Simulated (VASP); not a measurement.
Wanted: the native input for a VASP 6.6.1 run.

```yaml
Task: single point
Functional: LDA
Potentials_or_basis: VASP PAW LDA potentials, release 64 (La, Bi_d)
Cutoff: 520 eV
k_mesh: 6 × 6 × 6
Occupations: methfessel-paxton, width 0.05 eV
Spin: no spin polarisation
Dipole_correction: no
Further_INCAR_settings: ALGO = Normal; EDIFF = 1e-06; NBANDS = 20
```

The structure of LaBi lies in POSCAR:

```
LaBi
1.0
    0.0000000000      3.3677976270      3.3677976270
    3.3677976270      0.0000000000      3.3677976270
    3.3677976270      3.3677976270      0.0000000000
La Bi
1 1
Direct
    0.0000000000      0.0000000000      0.0000000000
    0.5000000000      0.5000000000      0.5000000000
```

These files were run (other wordings do the same):

INCAR

```
  ALGO = Normal
  EDIFF = 1E-6
  ENCUT = 520
  ISIF = 2
  ISMEAR = 1
  LASPH = T
  LCHARG = F
  LREAL = F
  LWAVE = F
  NBANDS = 20
  NELM = 80
  PREC = Accurate
  SIGMA = 0.05
```

KPOINTS

```
k-points
0
Gamma
  6 6 6
```

Potentials or basis: VASP PAW LDA potentials, release 64 (La, Bi_d).

The run is started by

```bash
$ cat potpaw_LDA.64/La/POTCAR potpaw_LDA.64/Bi_d/POTCAR > POTCAR
$ mpirun -np 1 vasp_std > vasp.out
```

Results of the run:

```json
{"Pressure": "-4.7 GPa", "Band gap on the k mesh": "zero (band 13 reaches 6.17 eV, above the bottom of band 14 at 5.87 eV)"}
```

Caveat: spin-orbit coupling is left out, which moves the levels of the heavy elements.

Wall time 33 s on 1 thread of AMD EPYC 7R13 Processor (Zen 3), with other jobs on the host, peak memory 0.16 GiB.
